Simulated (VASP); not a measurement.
A run of VASP 6.6.1 is set up as follows.

The input INCAR:

```
SYSTEM = HfC
PREC = Accurate ; ENCUT = 520
EDIFF = 1E-8 ; ISMEAR = -1
SIGMA = 0.05 ; LREAL = .False.
LASPH = .True. ; NELM = 80
ALGO = Normal ; ISIF = 2
LWAVE = .False. ; LCHARG = .False.
GGA = PS ; LEFG = .True.
NBANDS = 14
```

The input KPOINTS:

```
Automatic mesh
0
Gamma
  15 15 15
  0 0 0
```

The input POSCAR:

```
HfC
1.0
   -0.0697500000      2.2901250000      2.2901250000
    2.2901250000     -0.0697500000      2.2901250000
    2.2901250000      2.2901250000     -0.0697500000
Hf C
1 1
Direct
    0.5000000000      0.5000000000      0.5000000000
    0.0000000000      0.0000000000      0.0000000000
```

Potentials or basis: VASP PAW PBE potentials, release 64 (Hf_pv, C).

Launch:

```bash
$ cat potpaw_PBE.64/Hf_pv/POTCAR potpaw_PBE.64/C/POTCAR > POTCAR
$ mpirun -np 1 vasp_std > vasp.out
```

Problem. Estimate the pressure.

Solution. -6.8 GPa.

Problem. What does it give for the band gap on the k mesh?

Solution. Zero (bands 7 and 8 overlap by 1.34 eV).

Stress tensor (GPa, compression positive):
```
-6.84  4.79  4.79
 4.79 -6.84  4.79
 4.79  4.79 -6.84
```

Caveat: the cell differs from its parent crystal (equal xy, yz and zx shear strains of -3 %); the cell stands under tension; without QUAD_EFG the Cq values of the log hold for a quadrupole moment of 1 mb, not for the nuclei; the PAW data sets were made with another functional, which shifts forces and pressure a little; spin-orbit coupling is left out, which moves the levels of the heavy elements.
